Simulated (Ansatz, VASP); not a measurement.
**Two plane-wave programs on Cu**

```xyz
1
Lattice="0.0000 1.8075 1.8075 1.7533 0.0000 1.8075 1.7533 1.8075 0.0000" Properties=species:S:1:pos:R:3 pbc="T T T"
Cu    0.0000    0.0000    0.0000
```

Change from the starting cell: strain -0.0300 x Voigt [1, 0, 0, 0, 0, 0], atoms carried along.

Alike in both runs: task single point; functional r2SCAN; k mesh 22 × 22 × 22; occupations gaussian, width 0.15 eV; no spin polarisation.

|  | VASP | Ansatz |
| --- | --- | --- |
| version | VASP 6.6.1 | Ansatz 0.2.0 |
| potentials or method | VASP PAW PBE potentials, release 64 (Cu), cutoff 520 eV | scalar-relativistic, plane waves, PAW |
| valence electrons in the cell | 11 | 19 |

```tsv
	VASP	Ansatz	Ansatz less VASP
gap on the k mesh at the Fermi level (eV)	none	none	-
pressure (GPa)	0.4	-0.2	-0.59
traceless stress, the component that is largest in VASP (GPa)	1.13	1.13	+0.002
```

VASP's potentials were made for PBE, not for r2SCAN. A gap of «none» marks a metal or a gap that the smearing closes. VASP's potentials hold 11 valence electrons a cell and Ansatz's 19, so a difference there can come from the potentials and not from the codes.
